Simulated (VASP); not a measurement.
A run of VASP 6.6.1:

File INCAR:

```
PREC = Accurate
ENCUT = 520
EDIFF = 1E-7
ISMEAR = -1
SIGMA = 0.05
LREAL = False
LASPH = True
NELM = 80
ALGO = Normal
ISIF = 2
LWAVE = False
LCHARG = False
LDIPOL = True
IDIPOL = 3
DIPOL = 0.5 0.5 0.500
GGA = PE
NBANDS = 28
```

File KPOINTS:

```
regular mesh
0
Gamma
  9 9 1
```

File POSCAR:

```
Sr
1.0
    4.2697043870      0.0000000000      0.0000000000
    0.0000000000      4.2697043870      0.0000000000
    0.0000000000      0.0000000000     29.0574000000
Sr
4
Direct
    0.2500000000      0.2500000000      0.3463166063
    0.7500000000      0.7500000000      0.4480860957
    0.2500000000      0.2500000000      0.5519139819
    0.7500000000      0.7500000000      0.6536833155
```

Potentials or basis: VASP PAW PBE potentials, release 64 (Sr_sv).

Run with:

```bash
$ cat potpaw_PBE.64/Sr_sv/POTCAR > POTCAR
$ mpirun -np 1 vasp_std > vasp.out
```

Hardware: 1 thread of Intel(R) Xeon(R) Platinum 8375C CPU @ 2.90GHz (Ice Lake), on a shared host.

Estimate the wall time of this run.

Wall time 6.2 min on 1 thread of Intel(R) Xeon(R) Platinum 8375C CPU @ 2.90GHz (Ice Lake) (shared host), peak memory 0.58 GiB. Counts: scf iterations 27, k points 15.
